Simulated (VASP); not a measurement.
## GdN: single point with r2SCAN

The system is GdN.

```
Gd N
1.0
     0.00000    2.51930    2.51930
     2.51930    0.00000    2.51930
     2.51930    2.51930    0.00000
Gd N
1 1
Direct
  0.00000 0.00000 0.00000
  0.50000 0.50000 0.50000
```

* Program: VASP 6.6.1
* Task: single point
* Functional: r2SCAN
* Potentials or basis: VASP PAW PBE potentials, release 64 (Gd, N)
* Cutoff: 520 eV
* k mesh: 12 × 12 × 12
* Occupations: gaussian, width 0.05 eV
* Spin: collinear spin, ferromagnetic start
* Starting moments: [7.63, 0.0] μB
* Dipole correction: no
* Further INCAR settings: ALGO = Normal; EDIFF = 1e-07; NBANDS = 22

```json
{
 "Pressure": "-5.7 GPa",
 "Band gap on the k mesh": "zero (filled and empty bands overlap)",
 "Net moment": "7.00 μB per cell",
 "Site moments": "Gd +6.79; N -0.12 μB",
 "Valence electrons inside the program's atomic spheres": "Gd 15.20; N 3.65"
}
```

Levels at points of the mesh, in eV from the Fermi level:
Spin up:
| k point | band 13 | band 14 | band 15 | band 16 | band 17 | band 18 |
| --- | --- | --- | --- | --- | --- | --- |
| (0.00, 0.00, 0.00) | 0.18 | 0.18 | 0.18 | 2.70 | 2.70 | 2.70 |
| (0.50, 0.00, 0.00) | -3.86 | -2.57 | -2.57 | 5.35 | 5.97 | 5.97 |
| (0.50, 0.50, 0.00) | -1.60 | -0.30 | -0.30 | -0.16 | 6.52 | 6.59 |
Spin down:
| k point | band 6 | band 7 | band 8 | band 9 | band 10 | band 11 |
| --- | --- | --- | --- | --- | --- | --- |
| (0.00, 0.00, 0.00) | -0.81 | -0.81 | -0.81 | 2.74 | 3.36 | 3.36 |
| (0.50, 0.00, 0.00) | -4.03 | -2.49 | -2.49 | 2.87 | 3.02 | 3.02 |
| (0.50, 0.50, 0.00) | -1.25 | -0.83 | -0.83 | 0.61 | 3.09 | 3.15 |

Wall time 8.3 min on 1 thread of AMD EPYC 9R45 96-Core Processor (Zen 5) (shared host), peak memory 0.23 GiB.

Caveat: the cell stands under tension; the PAW data sets were made with another functional, which shifts forces and pressure a little; spin-orbit coupling is left out, which moves the levels of the heavy elements; a cell with one magnetic atom can't hold antiferromagnetic order, which such compounds often take; semilocal functionals describe open f shells poorly, which spoils levels, moments and volumes. The state reached can hang on the start; a lower one may exist.
